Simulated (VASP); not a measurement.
C: single point with LDA

C:

```
C
1.0
     2.12732   -1.22828    0.00000
     2.12732    1.22828    0.00000
    -1.37907    0.00000    3.50283
C
2
Direct
  0.83336 0.83336 0.00009
  0.16664 0.16664 0.99991
```

- Program: VASP 6.6.1
- Task: single point
- Functional: LDA
- Potentials or basis: VASP PAW LDA potentials, release 64 (C)
- Cutoff: 520 eV
- k mesh: 14 × 14 × 8
- Occupations: gaussian, width 0.15 eV
- Spin: no spin polarisation
- Dipole correction: no
- Further INCAR settings: ALGO = Normal; EDIFF = 1e-07; NBANDS = 11

The pressure is -3.4 GPa. The largest force is 0.005 eV/Å.

Forces on the atoms (eV/Å):
```
C    0.004  0.000 -0.002
C   -0.004  0.000  0.002
```

Stress tensor (GPa, compression positive):
```
-4.44  0.00 -0.03
 0.00 -4.48  0.00
-0.03  0.00 -1.14
```

It took 100 s on 1 thread of Intel Xeon 8259CL, on a shared host, peak memory 0.17 GiB.

Caveat: the cell stands under tension.
